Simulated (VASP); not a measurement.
# AlN (P6_3mc) in VASP: further runs, part 2 of 3

VASP 6.6.1. The steps go on from the part before.

### Step 3. Vibrations by perturbation theory, PBEsol

This run uses another cell than the first one, of 10.46 Å³/atom, 1.020 times its volume.

INCAR reads:

```
PREC = Accurate
ENCUT = 520
EDIFF = 1E-8
ISMEAR = 0
SIGMA = 0.01
LREAL = False
LASPH = True
NELM = 60
ALGO = Normal
ISIF = 2
LWAVE = False
LCHARG = True
GGA = PS
NBANDS = 16
IBRION = 8
NSW = 1
```

KPOINTS reads:

```
regular mesh
0
Gamma
  8 8 4
```

POSCAR reads:

```
AlN
1.0
    3.1139008388      0.0000000000      0.0000000000
   -1.5569504194      2.6967172313      0.0000000000
    0.0000000000      0.0000000000      4.9828499853
Al N
2 2
Direct
    0.3333333333      0.6666666667     -0.0010110921
    0.6666666667      0.3333333333      0.4989889079
    0.3333333333      0.6666666667      0.3810110921
    0.6666666667      0.3333333333      0.8810110921
```

Potentials or basis: VASP PAW PBE potentials, release 64 (Al, N).

Started as:

```bash
$ cat potpaw_PBE.64/Al/POTCAR potpaw_PBE.64/N/POTCAR > POTCAR
$ mpirun -np 1 vasp_std > vasp.out
```

OUTCAR:

```text
PREC = Accurate
   ENCUT = 520
   EDIFF = 1E-8
   ISMEAR = 0
   LREAL = False
   LASPH = True
   NELM = 60
   ISIF = 2
   GGA = PS
   IBRION = 8
   NSW = 1

 ion  position               nearest neighbor table
   1  0.333  0.667  0.999-   4 1.89   4 1.89   4 1.89   3 1.90   2 3.07   2 3.07   2 3.07   2 3.07
                             2 3.07   2 3.07
   2  0.667  0.333  0.499-   3 1.89   3 1.89   3 1.89   4 1.90   1 3.07   1 3.07   1 3.07   1 3.07
                             1 3.07   1 3.07
   3  0.333  0.667  0.381-   2 1.89   2 1.89   2 1.89   1 1.90
   4  0.667  0.333  0.881-   1 1.89   1 1.89   1 1.89   2 1.90

  LATTYP: Found a hexagonal cell.
 ALAT       =     3.1139008388
 C/A-ratio  =     1.6001954601

  Lattice vectors:

 A1 = (   3.1139008388,   0.0000000000,   0.0000000000)
 A2 = (  -1.5569504194,   2.6967172313,   0.0000000000)
 A3 = (   0.0000000000,   0.0000000000,   4.9828499853)

Analysis of symmetry for initial positions (statically):
=====================================================================
 Subroutine PRICEL returns:
 Original cell was already a primitive cell.

 Routine SETGRP: Setting up the symmetry group for a
 hexagonal supercell.

 Subroutine GETGRP returns: Found 12 space group operations
 (whereof  6 operations were pure point group operations)
 out of a pool of 24 trial point group operations.

The static configuration has the point symmetry C_3v.
[... 684 lines left out ...]
  energy without entropy =       -0.25275349

------------------------ aborting loop because EDIFF is reached ----------------------------------------

 INTERNAL STRAIN TENSOR  FOR ION    3  DIRECTION 3   (eV/Angst):
 -----------------------------------------------------------------------------
     5.59804  0.00000  0.00000
     0.00000  5.59804 -0.00000
     0.00000 -0.00000-12.41853

 INTERNAL STRAIN TENSOR FOR ION    4 for displacements in x,y,z  (eV/Angst):
          X           Y           Z          XY          YZ          ZX
  --------------------------------------------------------------------------------
  x     0.00000     0.00000     0.00000    10.62982     0.00000     5.34540
  y    10.62982   -10.62982     0.00000     0.00000     5.37016     0.00000
  z     5.59804     5.59804   -12.41853     0.00000    -0.00000    -0.00000

 SECOND DERIVATIVES (NOT SYMMETRIZED)
 ------------------------------------
               1X          1Y          1Z          2X          2Y          2Z          3X          3Y          3Z          4X          4Y          4Z
  1X   -15.683873    0.000000    0.000000    0.666290   -0.000000   -0.000000    1.437306   -0.000000   -0.000000   13.580277    0.000000    0.000000
  1Y     0.000000  -15.683873    0.000000    0.000000    0.666290    0.000000    0.000000    1.437306    0.000000    0.000000   13.580277    0.000000
  1Z     0.000000    0.000000  -20.878102    0.000000   -0.000000    8.326405    0.000000    0.000000    6.416815   -0.000000    0.000000    6.134882
  2X     0.666290   -0.000000    0.000000  -15.683873    0.000000    0.000000   13.580277    0.000000   -0.000000    1.437306    0.000000    0.000000
  2Y     0.000000    0.666290    0.000000    0.000000  -15.683873   -0.000000    0.000000   13.580277    0.000000   -0.000000    1.437306    0.000000
  2Z     0.000000    0.000000    8.326405    0.000000   -0.000000  -20.878102    0.000000    0.000000    6.134882    0.000000    0.000000    6.416815
  3X     1.437363    0.000000    0.000000   13.580039    0.000000   -0.000000  -15.731053    0.000000    0.000000    0.713651    0.000000    0.000000
  3Y    -0.000000    1.437363    0.000000    0.000000   13.580039    0.000000   -0.000000  -15.731053    0.000000   -0.000000    0.713651    0.000000
  3Z     0.000000   -0.000000    6.377189    0.000000   -0.000000    6.169947    0.000000    0.000000  -19.483888    0.000000    0.000000    6.936752
  4X    13.580039   -0.000000    0.000000    1.437363    0.000000   -0.000000    0.713651    0.000000    0.000000  -15.731053    0.000000    0.000000
  4Y     0.000000   13.580039    0.000000   -0.000000    1.437363   -0.000000   -0.000000    0.713651    0.000000   -0.000000  -15.731053    0.000000
  4Z     0.000000    0.000000    6.169947    0.000000    0.000000    6.377189   -0.000000    0.000000    6.936752    0.000000    0.000000  -19.483888

 Eigenvectors and eigenvalues of the dynamical matrix
 ----------------------------------------------------

   1 f  =   21.476599 THz   134.941450 2PiTHz  716.382223 cm-1    88.820036 meV
             X         Y         Z           dx          dy          dz
     -0.000000  1.797811  4.977812     0.000000   -0.000000    0.011055
      1.556950  0.898906  2.486387     0.000000    0.000000   -0.011055
     -0.000000  1.797811  1.898521    -0.000000   -0.000000   -0.707020
      1.556950  0.898906  4.389946    -0.000000    0.000000    0.707020
[... 71 lines left out ...]
  12 f/i=    0.001572 THz     0.009879 2PiTHz    0.052446 cm-1     0.006502 meV
             X         Y         Z           dx          dy          dz
     -0.000000  1.797811  4.977812    -0.000000    0.000000   -0.573707
      1.556950  0.898906  2.486387    -0.000000    0.000000   -0.573707
     -0.000000  1.797811  1.898521    -0.000000    0.000000   -0.413352
      1.556950  0.898906  4.389946    -0.000000    0.000000   -0.413352

--------------------------------------------------------------------------------------------------------

 ELASTIC MODULI CONTR FROM IONIC RELAXATION (kBar)
 Direction    XX          YY          ZZ          XY          YZ          ZX
 --------------------------------------------------------------------------------
 XX        -724.1083    341.0180    424.9338     -0.0000      0.0000      0.0000
 YY         341.0180   -724.1083    424.9338      0.0000      0.0000     -0.0000
 ZZ         424.9338    424.9338   -942.6955      0.0000     -0.0000      0.0000
 XY          -0.0000      0.0000      0.0000   -532.5631      0.0000     -0.0000
 YZ          -0.0000      0.0000     -0.0000      0.0000   -134.3675      0.0000
 ZX           0.0000     -0.0000      0.0000     -0.0000      0.0000   -142.8246
 --------------------------------------------------------------------------------
```

stdout:

```text
POSCAR found type information on POSCAR AlN
 POSCAR found :  2 types and       4 ions
 scaLAPACK will be used
 -----------------------------------------------------------------------------
|                                                                             |
|                                                                             |
|     You enforced a specific xc type in the INCAR file but a different       |
|     I HOPE YOU KNOW WHAT YOU ARE DOING!                                     |
|                                                                             |
 -----------------------------------------------------------------------------

 LDA part: xc-table for (Slater+PW92), standard interpolation
 POSCAR, INCAR and KPOINTS ok, starting setup
 FFT: planning ... GRIDC
 FFT: planning ... GRID_SOFT
 FFT: planning ... GRID
 WAVECAR not read
 entering main loop
 Linear response reoptimize wavefunctions to high precision
 Linear response DOF=           4
 Linear response progress:
 first order change of Fermi-energy  -0.11703E-04
 force on displaced ion       1 direction 1 : -15.684  -0.000  -0.000
 Linear response progress:
 first order change of Fermi-energy  -0.44867E+00
 force on displaced ion       1 direction 3 :   0.000   0.000 -20.878
 Linear response progress:
 first order change of Fermi-energy  -0.50845E-05
 force on displaced ion       3 direction 1 : -15.731  -0.000  -0.000
 Linear response progress:
 first order change of Fermi-energy   0.44863E+00
 force on displaced ion       3 direction 3 :   0.000   0.000 -19.484
 Linear response finished
```

Wall time 1.7 min (1 thread of Intel Xeon 6975P-C (Granite Rapids), shared host); peak memory 0.33 GiB.

What came out:

```yaml
Highest_phonon_frequency_at_Γ_LO-TO_splitting_left_out: 716 cm⁻¹
```

Phonon frequencies in cm⁻¹ (negative: imaginary):
```
              q point                                frequencies
(0.000, 0.000, 0.000)  0 0 0 235 235 542 608 655 655 666 666 716
```

Caveat: the PAW data sets were made with another functional, which shifts forces and pressure a little.

### Step 4. Vibrations by perturbation theory, PBEsol

This run uses another cell than the first one, of 10.46 Å³/atom, 1.020 times its volume.

INCAR reads:

```
SYSTEM = AlN
PREC = Accurate
ENCUT = 520
EDIFF = 1E-8
ISMEAR = 0
SIGMA = 0.01
LREAL = .False.
LASPH = .True.
NELM = 60
ALGO = Normal
ISIF = 2
LWAVE = .False.
LCHARG = .False.
GGA = PS
IBRION = 8
NSW = 1
LEPSILON = .True.
```

KPOINTS reads:

```
regular mesh
0
Gamma
  8 8 4
  0 0 0
```

POSCAR is that of step 3.

Potentials or basis: VASP PAW PBE potentials, release 64 (Al, N).

Started as:

```bash
$ cat potpaw_PBE.64/Al/POTCAR potpaw_PBE.64/N/POTCAR > POTCAR
$ mpirun -np 1 vasp_std > vasp.out
```

OUTCAR:

```text
SYSTEM = AlN
   PREC = Accurate
   ENCUT = 520
   EDIFF = 1E-8
   ISMEAR = 0
   LREAL = .False.
   LASPH = .True.
   NELM = 60
   ISIF = 2
   GGA = PS
   IBRION = 8
   NSW = 1
   LEPSILON = .True.

 ion  position               nearest neighbor table
   1  0.333  0.667  0.999-   4 1.89   4 1.89   4 1.89   3 1.90   2 3.07   2 3.07   2 3.07   2 3.07
                             2 3.07   2 3.07
   2  0.667  0.333  0.499-   3 1.89   3 1.89   3 1.89   4 1.90   1 3.07   1 3.07   1 3.07   1 3.07
                             1 3.07   1 3.07
   3  0.333  0.667  0.381-   2 1.89   2 1.89   2 1.89   1 1.90
   4  0.667  0.333  0.881-   1 1.89   1 1.89   1 1.89   2 1.90

  LATTYP: Found a hexagonal cell.
 ALAT       =     3.1139008388
 C/A-ratio  =     1.6001954601

  Lattice vectors:

 A1 = (   3.1139008388,   0.0000000000,   0.0000000000)
 A2 = (  -1.5569504194,   2.6967172313,   0.0000000000)
 A3 = (   0.0000000000,   0.0000000000,   4.9828499853)

Analysis of symmetry for initial positions (statically):
=====================================================================
 Subroutine PRICEL returns:
 Original cell was already a primitive cell.

 Routine SETGRP: Setting up the symmetry group for a
 hexagonal supercell.
[... 673 lines left out ...]
  x     0.00000     0.00000     0.00000    10.62984    -0.00000     5.34661
  y    10.62984   -10.62984     0.00000     0.00000     5.37137    -0.00000
  z     5.59807     5.59807   -12.41859     0.00000     0.00000     0.00000

 SECOND DERIVATIVES (NOT SYMMETRIZED)
 ------------------------------------
               1X          1Y          1Z          2X          2Y          2Z          3X          3Y          3Z          4X          4Y          4Z
  1X   -15.683977    0.000000   -0.000000    0.666201   -0.000000    0.000000    1.437412    0.000000   -0.000000   13.580364    0.000000    0.000000
  1Y     0.000000  -15.683977    0.000000    0.000000    0.666201    0.000000   -0.000000    1.437412    0.000000   -0.000000   13.580364    0.000000
  1Z     0.000000    0.000000  -20.878635    0.000000   -0.000000    8.326968    0.000000   -0.000000    6.417501    0.000000   -0.000000    6.134167
  2X     0.666201   -0.000000    0.000000  -15.683977    0.000000    0.000000   13.580364    0.000000    0.000000    1.437412   -0.000000    0.000000
  2Y     0.000000    0.666201    0.000000    0.000000  -15.683977    0.000000   -0.000000   13.580364   -0.000000    0.000000    1.437412   -0.000000
  2Z     0.000000    0.000000    8.326968   -0.000000    0.000000  -20.878635    0.000000    0.000000    6.134167    0.000000    0.000000    6.417501
  3X     1.437481    0.000000    0.000000   13.580171   -0.000000   -0.000000  -15.731263    0.000000   -0.000000    0.713610    0.000000    0.000000
  3Y    -0.000000    1.437481    0.000000    0.000000   13.580171    0.000000    0.000000  -15.731263    0.000000    0.000000    0.713610    0.000000
  3Z    -0.000000   -0.000000    6.376964   -0.000000    0.000000    6.170192    0.000000    0.000000  -19.483514    0.000000    0.000000    6.936358
  4X    13.580171   -0.000000    0.000000    1.437481    0.000000   -0.000000    0.713610    0.000000    0.000000  -15.731263    0.000000    0.000000
  4Y     0.000000   13.580171   -0.000000   -0.000000    1.437481    0.000000    0.000000    0.713610   -0.000000    0.000000  -15.731263    0.000000
  4Z     0.000000    0.000000    6.170192    0.000000    0.000000    6.376964    0.000000    0.000000    6.936358    0.000000   -0.000000  -19.483514

 Eigenvectors and eigenvalues of the dynamical matrix
 ----------------------------------------------------

   1 f  =   21.476291 THz   134.939519 2PiTHz  716.371972 cm-1    88.818765 meV
             X         Y         Z           dx          dy          dz
     -0.000000  1.797811  4.977812     0.000000   -0.000000    0.011077
      1.556950  0.898906  2.486387     0.000000   -0.000000   -0.011077
     -0.000000  1.797811  1.898521    -0.000000    0.000000   -0.707020
      1.556950  0.898906  4.389946    -0.000000    0.000000    0.707020
[... 71 lines left out ...]
  12 f/i=    0.001555 THz     0.009770 2PiTHz    0.051869 cm-1     0.006431 meV
             X         Y         Z           dx          dy          dz
     -0.000000  1.797811  4.977812    -0.000000   -0.000000   -0.573708
      1.556950  0.898906  2.486387    -0.000000   -0.000000   -0.573708
     -0.000000  1.797811  1.898521    -0.000000   -0.000000   -0.413351
      1.556950  0.898906  4.389946    -0.000000   -0.000000   -0.413351

--------------------------------------------------------------------------------------------------------

 MACROSCOPIC STATIC DIELECTRIC TENSOR IONIC CONTRIBUTION
 ------------------------------------------------------
           3.635099     0.000000     0.000000
           0.000000     3.635099    -0.000000
           0.000000    -0.000000     4.934221
 ------------------------------------------------------

 ELASTIC MODULI CONTR FROM IONIC RELAXATION (kBar)
 Direction    XX          YY          ZZ          XY          YZ          ZX
 --------------------------------------------------------------------------------
 XX        -724.1071    341.0142    424.9358     -0.0000      0.0000     -0.0000
 YY         341.0142   -724.1071    424.9358      0.0000     -0.0000      0.0000
 ZZ         424.9358    424.9358   -942.6978      0.0000     -0.0000      0.0000
 XY          -0.0000      0.0000      0.0000   -532.5606      0.0000      0.0000
 YZ          -0.0000      0.0000     -0.0000      0.0000   -134.4288     -0.0000
 ZX          -0.0000      0.0000      0.0000      0.0000     -0.0000   -142.8875
 --------------------------------------------------------------------------------

 PIEZOELECTRIC TENSOR IONIC CONTR  for field in x, y, z        (C/m^2)
          XX          YY          ZZ          XY          YZ          ZX
  --------------------------------------------------------------------------------
  x    -0.00000     0.00000     0.00000    -0.00000    -0.00000    -0.67815
  y    -0.00000     0.00000    -0.00000     0.00000    -0.65777    -0.00000
  z    -0.91478    -0.91478     2.02940    -0.00000     0.00000    -0.00000
```

OSZICAR:

```text
N       E                     dE             d eps       ncg     rms          rms(c)
DAV:   1     0.511303441570E+02    0.51130E+02   -0.74841E+03   720   0.119E+03
DAV:   2    -0.317923569676E+02   -0.82923E+02   -0.76530E+02  1072   0.223E+02
DAV:   3    -0.357266735718E+02   -0.39343E+01   -0.39180E+01   944   0.525E+01
[... 176 lines left out ...]
RMM:   8    -0.252753704690E+00   -0.27788E-05   -0.27043E-07  1538   0.596E-04    0.272E-04
RMM:   9    -0.252753322621E+00    0.38207E-06   -0.29695E-07  1498   0.245E-04    0.219E-05
RMM:  10    -0.252753460440E+00   -0.13782E-06   -0.95621E-08  1551   0.481E-05    0.137E-05
RMM:  11    -0.252753487341E+00   -0.26901E-07   -0.62425E-08  1532   0.127E-05    0.643E-06
RMM:  12    -0.252753487805E+00   -0.46328E-09    0.98315E-09  1521   0.629E-06    0.765E-07
 Linear response finished
```

It took 2.3 min on 1 thread of Intel Xeon 6975P-C (Granite Rapids), shared host; peak memory 0.3 GiB.

Results:

```
Electronic dielectric tensor (diagonal)                 : 4.49, 4.49, 4.72
Born charges (mean of the diagonal)                     : Al +2.57; N -2.57 e
Highest phonon frequency at Γ, LO-TO splitting left out : 716 cm⁻¹
```

Phonon frequencies in cm⁻¹ (negative: imaginary):
```csv
q point,frequencies
"(0.000, 0.000, 0.000)",0 0 0 235 235 542 608 655 655 666 666 716
```

Electronic dielectric tensor:
```
4.49 0.00 0.00
0.00 4.49 0.00
0.00 0.00 4.72
```

Born effective charge tensors (e):
atom 1, Al
```
2.51 0.00 0.00
0.00 2.51 0.00
0.00 0.00 2.68
```
atom 2, Al
```
2.51 0.00 0.00
0.00 2.51 0.00
0.00 0.00 2.68
```
atom 3, N
```
-2.51  0.00  0.00
 0.00 -2.51  0.00
 0.00  0.00 -2.68
```
atom 4, N
```
-2.51  0.00  0.00
 0.00 -2.51  0.00
 0.00  0.00 -2.68
```

Caveat: the PAW data sets were made with another functional, which shifts forces and pressure a little.

(Continued in part 3 of 3.)
